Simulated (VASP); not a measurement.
# Ir (Im-3m) in VASP: notebook

The runs below take Ir through single point, relaxation of cell and atoms, with PBE.

Everything below comes from runs of VASP 6.6.1. Logs are shortened: lines on timing, memory, paths and dates and some standing lists are left out, and cuts for length are marked.

### 1 The cell of the first run

The structure is cubic, space group Im-3m (No. 229). The conventional cell has a = 3.112 Å, b = 3.112 Å, c = 3.112 Å, α = 90.00°, β = 90.00°, γ = 90.00°. Ir (site symmetry m-3m) has 14 Ir at 2.69 to 3.11 Å within 3.6 Å.

This isn't the form of Ir at room conditions, which is fcc.

### 2 Single point, PBE

INCAR

```
PREC = Accurate
ENCUT = 500
EDIFF = 1E-6
ISMEAR = -1
SIGMA = 0.1
LREAL = False
LASPH = True
NELM = 120
ALGO = Normal
ISIF = 2
LWAVE = False
LCHARG = False
GGA = PE
NBANDS = 10
GGA_COMPAT = False
```

KPOINTS

```
Automatic mesh
0
Gamma
  19 19 19
```

POSCAR

```
Ir
1.0
   -1.5557736080      1.5557736080      1.5557736080
    1.5557736080     -1.5557736080      1.5557736080
    1.5557736080      1.5557736080     -1.5557736080
Ir
1
Direct
    0.0000000000      0.0000000000      0.0000000000
```

Potentials or basis: VASP PAW PBE potentials, release 64 (Ir).

Launch:

```
$ cat potpaw_PBE.64/Ir/POTCAR > POTCAR
$ mpirun -np 1 vasp_std > vasp.out
```

OUTCAR:

```text
PREC = Accurate
   ENCUT = 500
   EDIFF = 1E-6
   ISMEAR = -1
   LREAL = False
   LASPH = True
   NELM = 120
   ISIF = 2
   GGA = PE

 ion  position               nearest neighbor table
   1  0.000  0.000  0.000-

  LATTYP: Found a body centered cubic cell.
 ALAT       =     3.1115472160

  Lattice vectors:

 A1 = (  -1.5557736080,   1.5557736080,   1.5557736080)
 A2 = (   1.5557736080,  -1.5557736080,   1.5557736080)
 A3 = (   1.5557736080,   1.5557736080,  -1.5557736080)

Analysis of symmetry for initial positions (statically):
=====================================================================
 Subroutine PRICEL returns:
 Original cell was already a primitive cell.

 Routine SETGRP: Setting up the symmetry group for a
 body centered cubic supercell.

 Subroutine GETGRP returns: Found 48 space group operations
 (whereof 48 operations were pure point group operations)
 out of a pool of 48 trial point group operations.

The static configuration has the point symmetry O_h .

Analysis of symmetry for dynamics (positions and initial velocities):
=====================================================================
 Subroutine PRICEL returns:
 Original cell was already a primitive cell.

 Routine SETGRP: Setting up the symmetry group for a
 body centered cubic supercell.

 Subroutine GETGRP returns: Found 48 space group operations
 (whereof 48 operations were pure point group operations)
 out of a pool of 48 trial point group operations.

The dynamic configuration has the point symmetry O_h .

 Subroutine INISYM returns: Found 48 space group operations
 (whereof 48 operations are pure point group operations),
 and found     1 'primitive' translations

----------------------------------------------------------------------------------------

                                     Primitive cell

  volume of cell :      15.0626

  direct lattice vectors                    reciprocal lattice vectors
    -1.555773608  1.555773608  1.555773608     0.000000000  0.321383521  0.321383521
     1.555773608 -1.555773608  1.555773608     0.321383521  0.000000000  0.321383521
     1.555773608  1.555773608 -1.555773608     0.321383521  0.321383521  0.000000000

  length of vectors
     2.694678934  2.694678934  2.694678934     0.454504934  0.454504934  0.454504934

  position of ions in fractional coordinates (direct lattice)
     0.000000000  0.000000000  0.000000000

  ion indices of the primitive-cell ions
   primitive index   ion index
                 1           1

----------------------------------------------------------------------------------------

 KPOINTS: Automatic mesh

Automatic generation of k-mesh.
 Grid dimensions read from file:
 generate k-points for:   19   19   19

 Generating k-lattice:

  Cartesian coordinates                     Fractional coordinates (reciprocal lattice)
     0.000000000  0.016914922  0.016914922     0.052631579  0.000000000  0.000000000
     0.016914922  0.000000000  0.016914922     0.000000000  0.052631579  0.000000000
     0.016914922  0.016914922  0.000000000     0.000000000  0.000000000  0.052631579

  Length of vectors
     0.023921312  0.023921312  0.023921312

  Shift w.r.t. Gamma in fractional coordinates (k-lattice)
     0.000000000  0.000000000  0.000000000

 Subroutine IBZKPT returns following result:
 ===========================================

 Found    220 irreducible k-points:

 Following reciprocal coordinates:
            Coordinates               Weight
  0.000000  0.000000  0.000000      1.000000
  0.052632  0.000000  0.000000     12.000000
  0.105263  0.000000  0.000000     12.000000
  0.157895  0.000000  0.000000     12.000000
  0.210526  0.000000  0.000000     12.000000
  0.263158  0.000000  0.000000     12.000000
[... 16 lines left out ...]
  0.263158  0.105263  0.000000     48.000000
  0.315789  0.105263 -0.000000     48.000000
 [... further k-points ...]
   k-points           NKPTS =    220   k-points in BZ     NKDIM =    220   number of bands    NBANDS=     10
   number of dos      NEDOS =    301   number of ions     NIONS =      1
   total plane-waves  NPLWV =   8000
   dimension x,y,z NGX =    20 NGY =   20 NGZ =   20
   dimension x,y,z NGXF=    40 NGYF=   40 NGZF=   40
   ions per type =               1
   NGX,Y,Z   is equivalent  to a cutoff of  12.34, 12.34, 12.34 a.u.
   NGXF,Y,Z  is equivalent  to a cutoff of  24.68, 24.68, 24.68 a.u.
 SYSTEM =  unknown system
   PREC   = accura    normal or accurate (medium, high low for compatibility)
   ISTART =      0    job   : 0-new  1-cont  2-samecut
   ICHARG =      2    charge: 1-file 2-atom 10-const
   ISPIN  =      1    spin polarized calculation?
   LNONCOLLINEAR =      F non collinear calculations
   LSORBIT =      F    spin-orbit coupling
   LASPH  =      T    aspherical Exc in radial PAW
   ENCUT  =  500.0 eV  36.75 Ry    6.06 a.u.   4.91  4.91  4.91*2*pi/ulx,y,z
   NELM   =    120;   NELMIN=  2; NELMDL= -5     # of ELM steps
   EDIFF  = 0.1E-05   stopping-criterion for ELM
   LREAL  =      F    real-space projection
   EDIFFG = 0.1E-04   stopping-criterion for IOM
   NSW    =      0    number of steps for IOM
   IBRION =     -1    ionic relax: 0-MD 1-quasi-New 2-CG
   NFREE  =      0    steps in history (QN), initial steepest desc. (CG)
   ISIF   =      2    stress and relaxation
   ISYM   =      2    0-nonsym 1-usesym 2-fastsym
   POTIM  = 0.5000    time-step for ionic-motion
   TEBEG  =    0.0;   TEEND  =   0.0 temperature during run
   PSTRESS=    0.0 pullay stress
   NELECT =       9.0000    total number of electrons
   NUPDOWN=      -1.0000    fix difference up-down
   EMIN   =  10.00;   EMAX   =-10.00  energy-range for DOS
   EFERMI =   0.00;   METHOD = LEGACY
   ISMEAR =    -1;   SIGMA  =   0.10  broadening in eV -4-tet -1-fermi 0-gaus
   EFERMI_NEDOS =   21; number of points for ismear=-14 and -15
   IALGO  =     38    algorithm
   IMIX   =      4    mixing-type and parameters
     AMIX     =   0.40;   BMIX     =  1.00
     AMIX_MAG =   1.60;   BMIX_MAG =  1.00
  volume/ion in A,a.u.               =      15.06       101.65
  Fermi-wavevector in a.u.,A,eV,Ry     =   1.378868  2.605682 25.868433  1.901276
  Thomas-Fermi vector in A             =   2.503890
   LORBIT       =      0    0 simple, 1 ext, 2 COOP (PROOUT), +10 PAW based schemes
   GGA     = PE    functional components
   LHFCALC =     F    Hartree Fock is set to
   AEXX    =    0.0000 exact exchange contribution
   IVDW    =     0    specifies the selected vdW correction
   LEPSILON=     F    determine dielectric tensor
   LRPA    =     F    only Hartree local field effects (RPA)
 non-spin polarized calculation
  energy-cutoff  :      500.00
  volume of cell :       15.06
 maximum number of plane-waves:       394
   NGX =  9   NGY =  9   NGZ =  9

 number of electron       9.0000002 magnetization

 Free energy of the ion-electron system (eV)
  ---------------------------------------------------
  ext. energy  EPLUGINS =         0.00000000
  ---------------------------------------------------
  free energy    TOTEN  =        -8.25667459 eV

  energy without entropy =       -8.18100193  energy(sigma->0) =       -8.21883826

 E-fermi :   9.1220     XC(G=0): -13.5988

 val. band max:        9.1153687438   @ k =   0.2632   0.2105   0.1053
 cond. band min:       9.1222198210   @ k =   0.2632   0.2105   0.0526
 fundamental gap:      0.0068510773
 Fermi energy:         9.1220296510

 k-point     1 :       0.0000    0.0000    0.0000
  band No.  band energies     occupation
      1      -1.0943      2.00000
      2       5.7349      2.00000
      3       5.7349      2.00000
      4       5.7349      2.00000
      5       8.6276      1.98585
      6       8.6276      1.98585
      7      26.0623      0.00000
      8      26.0623      0.00000
      9      26.0623      0.00000
     10      36.5330      0.00000

 k-point     2 :       0.0526    0.0000    0.0000
  band No.  band energies     occupation
      1      -0.9718      2.00000
      2       5.6793      2.00000
      3       5.7322      2.00000
      4       5.8415      2.00000
      5       8.5507      1.99342
      6       8.6313      1.98532
      7      26.1335      0.00000
      8      26.2173      0.00000
      9      26.2521      0.00000
     10      35.1410      0.00000

 k-point     3 :       0.1053    0.0000    0.0000
  band No.  band energies     occupation
      1      -0.6139      2.00000
      2       5.5220      2.00000
      3       5.7142      2.00000
      4       6.1574      2.00000
      5       8.3654      1.99897
      6       8.6444      1.98329
      7      26.2797      0.00000
      8      26.5525      0.00000
      9      26.8085      0.00000
     10      33.4821      0.00000

 k-point     4 :       0.1579    0.0000    0.0000
  band No.  band energies     occupation
      1      -0.0545      2.00000
      2       5.2884      2.00000
      3       5.6643      2.00000
      4       6.6703      2.00000
      5       8.1809      1.99984
      6       8.6719      1.97806
      7      26.2743      0.00000
      8      26.6160      0.00000
      9      27.6944      0.00000
     10      32.3970      0.00000

 k-point     5 :       0.2105    0.0000    0.0000
  band No.  band energies     occupation
      1       0.6346      2.00000
      2       5.0120      2.00000
      3       5.6097      2.00000
      4       7.3579      2.00000
      5       8.0985      1.99993
      6       8.7188      1.96515
      7      25.7531      0.00000
      8      25.8268      0.00000
      9      28.8536      0.00000
     10      32.2418      0.00000

 k-point     6 :       0.2632    0.0000    0.0000
  band No.  band energies     occupation
      1       1.3169      2.00000
      2       4.7273      2.00000
      3       5.6858      2.00000
      4       8.1467      1.99988
      5       8.1837      1.99983
      6       8.7869      1.93232
      7      24.0051      0.00000
      8      24.9734      0.00000
      9      30.2122      0.00000
     10      31.5817      0.00000
[... 183 lines left out ...]
 k-point    21 :       0.1579    0.1053    0.0000
  band No.  band energies     occupation
      1       0.9481      2.00000
      2       5.0534      2.00000
      3       5.2939      2.00000
      4       7.8043      2.00000
      5       7.9297      1.99999
      6       8.8590      1.86558
      7      25.5993      0.00000
      8      26.0273      0.00000
      9      28.3053      0.00000
     10      30.2299      0.00000

 k-point    22 :       0.2105    0.1053    0.0000
  band No.  band energies     occupation
      1       1.6356      2.00000
      2       4.7795      2.00000
      3       5.3005      2.00000
      4       7.9493      1.99998
      5       8.6923      1.97315
      6       8.9679      1.64724
      7      23.8327      0.00000
      8      25.1981      0.00000
      9      28.7703      0.00000
     10      29.5526      0.00000

 k-point    23 :       0.2632    0.1053    0.0000
  band No.  band energies     occupation
      1       2.1369      2.00000
      2       4.5265      2.00000
      3       5.6041      2.00000
      4       8.0968      1.99993
      5       9.0105      1.50605
      6       9.7266      0.00472
      7      21.7810      0.00000
      8      24.2291      0.00000
      9      27.6510      0.00000
     10      30.7028      0.00000

 k-point    24 :       0.3158    0.1053   -0.0000
  band No.  band energies     occupation
      1       2.3408      2.00000
      2       4.3232      2.00000
      3       6.2604      2.00000
      4       8.2978      1.99947
      5       9.1145      1.03756
      6      10.7432      0.00000
      7      19.7191      0.00000
      8      23.3761      0.00000
      9      26.4933      0.00000
     10      31.9649      0.00000

 [... further k-points ...]

------------------------ aborting loop because EDIFF is reached ----------------------------------------

  FORCE on cell =-STRESS in cart. coord.  units (eV):
  Direction    XX          YY          ZZ          XY          YZ          ZX
  --------------------------------------------------------------------------------------
  -------------------------------------------------------------------------------------
  Total        0.0435436      0.0435436      0.0435436     -0.0000000     -0.0000000      0.0000000
  in kB        4.6316459      4.6316459      4.6316459     -0.0000000     -0.0000000      0.0000000
  external PRESSURE =       4.6316459 kB  Pullay stress =       0.0000000 kB

 VOLUME and BASIS-vectors are now :
 -----------------------------------------------------------------------------
  energy-cutoff  :      500.00
  volume of cell :       15.06
      direct lattice vectors                 reciprocal lattice vectors
    -1.555773608  1.555773608  1.555773608     0.000000000  0.321383521  0.321383521
     1.555773608 -1.555773608  1.555773608     0.321383521  0.000000000  0.321383521
     1.555773608  1.555773608 -1.555773608     0.321383521  0.321383521  0.000000000

 POSITION                                       TOTAL-FORCE (eV/Angst)
 -----------------------------------------------------------------------------------
      0.00000      0.00000      0.00000        -0.000000     -0.000000      0.000000
 -----------------------------------------------------------------------------------
    total drift:                                0.000000     -0.000000      0.000000

  FREE ENERGIE OF THE ION-ELECTRON SYSTEM (eV)
  ---------------------------------------------------
  free  energy   TOTEN  =        -8.2566745950 eV

  energy  without entropy=       -8.1810019331  energy(sigma->0) =       -8.21883826
```

Run time: 13 s. Hardware: 1 thread of AMD EPYC 9R45 (Zen 5), shared host; peak memory 0.12 GiB.

What came out:

* Free energy: -8.2567 eV
* Pressure: 0.5 GPa
* Band gap on the k mesh: zero (an odd number of electrons rules out a gap without spin polarisation)

Levels at points of the mesh, in eV from the Fermi level:
| k point | band 1 | band 2 | band 3 | band 4 | band 5 | band 6 | band 7 | band 8 | band 9 |
| --- | --- | --- | --- | --- | --- | --- | --- | --- | --- |
| (0.00, 0.00, 0.00) | -10.22 | -3.39 | -3.39 | -3.39 | -0.49 | -0.49 | 16.94 | 16.94 | 16.94 |

Caveat: spin-orbit coupling is left out, which moves the levels of the heavy elements.

### 3 Relaxation of cell and atoms, PBE

This run uses another cell than the first one, of 14.05 Å³/atom.

INCAR

```
PREC = Accurate ; ENCUT = 500
EDIFF = 1E-7 ; ISMEAR = -1
SIGMA = 0.1 ; LREAL = F
LASPH = T ; NELM = 120
ALGO = Normal ; ISIF = 3
LWAVE = F ; LCHARG = F
GGA = PE ; IBRION = 2
NSW = 80 ; EDIFFG = -0.03
GGA_COMPAT = F ; NELMIN = 4
```

KPOINTS

```
regular mesh
0
Gamma
  19 19 19
```

POSCAR

```
Ir
1.0
   -1.5200000000      1.5200000000      1.5200000000
    1.5200000000     -1.5200000000      1.5200000000
    1.5200000000      1.5200000000     -1.5200000000
Ir
1
Direct
    0.0000000000      0.0000000000      0.0000000000
```

Potentials or basis: VASP PAW PBE potentials, release 64 (Ir).

Launch:

```
$ cat potpaw_PBE.64/Ir/POTCAR > POTCAR
$ mpirun -np 1 vasp_std > vasp.out
```

Wall time 36 s (1 thread of AMD EPYC 9R45 (Zen 5), shared host); peak memory 0.12 GiB.

Results (log left out):

| Item | Value |
| --- | --- |
| Free energy | -8.2559 eV |
| Relaxed volume | 15.10 Å³/atom |
| Relaxed cell | a = 2.697 Å, b = 2.697 Å, c = 2.697 Å, α = 109.47°, β = 109.47°, γ = 109.47° |
| Space group after relaxing (to 0.1 Å) | Im-3m (No. 229) |
| Pressure after relaxing | -0.3 GPa |
| Band gap on the k mesh | zero (an odd number of electrons rules out a gap without spin polarisation) |

Final structure:
```
Ir
1.0
    -1.55703    1.55703    1.55703
     1.55703   -1.55703    1.55703
     1.55703    1.55703   -1.55703
Ir
1
Direct
  0.00000 0.00000 0.00000
```

Levels at points of the mesh, in eV from the Fermi level:
| k point | band 1 | band 2 | band 3 | band 4 | band 5 | band 6 | band 7 | band 8 |
| --- | --- | --- | --- | --- | --- | --- | --- | --- |
| (0.00, 0.00, 0.00) | -10.19 | -3.37 | -3.37 | -3.37 | -0.49 | -0.49 | 16.94 | 16.94 |

Caveat: spin-orbit coupling is left out, which moves the levels of the heavy elements.
